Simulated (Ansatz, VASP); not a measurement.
**BiS: VASP beside Ansatz**

INCAR

```
ALGO = Normal ; EDIFF = 1E-6
ENCUT = 520 ; GGA = PE
ISIF = 2 ; ISMEAR = 0
LASPH = T ; LCHARG = T
LELF = T ; LREAL = F
LVHAR = T ; LWAVE = F
NBANDS = 29 ; NELM = 80
PREC = Accurate ; SIGMA = 0.1
```

File KPOINTS:

```
k-points
0
Gamma
  4 4 4
```

Contents of POSCAR:

```
BiS
1.0
    2.5016448889     -6.6006238453      0.0000000000
    2.5016448889      6.6006238453      0.0000000000
    0.0000000000      0.0000000000      4.9694837657
Bi S
2 2
Direct
    0.8540000000      0.1460000000      0.7500000000
    0.1460000000      0.8540000000      0.2500000000
    0.5500000000      0.4500000000      0.7500000000
    0.4500000000      0.5500000000      0.2500000000
```

Input for Ansatz:

```yaml
crystal:
  lattice:
    - [2.5016448889, -6.6006238453, 0.0]
    - [2.5016448889, 6.6006238453, 0.0]
    - [0.0, 0.0, 4.9694837657]
  atoms:
    - { symbol: Bi, position: [0.854, 0.146, 0.75] }
    - { symbol: Bi, position: [0.146, 0.854, 0.25] }
    - { symbol: S, position: [0.55, 0.45, 0.75] }
    - { symbol: S, position: [0.45, 0.55, 0.25] }
basis:
  ecutwfc: 420
kpoints:
  mp_grid: { grid: [4, 4, 4] }
hamiltonian:
  xc: pbe
scf:
  occupations: { method: gaussian, width: 0.1 }
  lower_state_search: "off"
output:
  forces: true
  stress: true
  eigenvalues: true
```

Alike in both runs: task single point; functional PBE; k mesh 4 × 4 × 4; occupations gaussian, width 0.1 eV; no spin polarisation.

|  | VASP | Ansatz |
| --- | --- | --- |
| version | VASP 6.6.1 | Ansatz 0.2.0 |
| potentials or method | VASP PAW PBE potentials, release 64 (Bi_d, S), cutoff 520 eV | scalar-relativistic, plane waves, PAW |
| valence electrons in the cell | 42 | 42 |

Ansatz gave:

| Quantity | Value |
| --- | --- |
| gap on the k mesh at the Fermi level (eV) | none |
| pressure (GPa) | -8.9 |
| traceless stress, the component that is largest in VASP (GPa) | 0.62 |
| rms of the force components (eV/Å) | 0.257 |

Q: What did VASP give for the same quantities?

A: gap on the k mesh at the Fermi level (eV): none; pressure (GPa): -8.9; traceless stress, the component that is largest in VASP (GPa): 0.62; rms of the force components (eV/Å): 0.259.

Atom by atom the forces differ by 0.002 eV/Å (rms over components). A gap of «none» marks a metal or a gap that the smearing closes.

Spin-orbit coupling is off throughout.
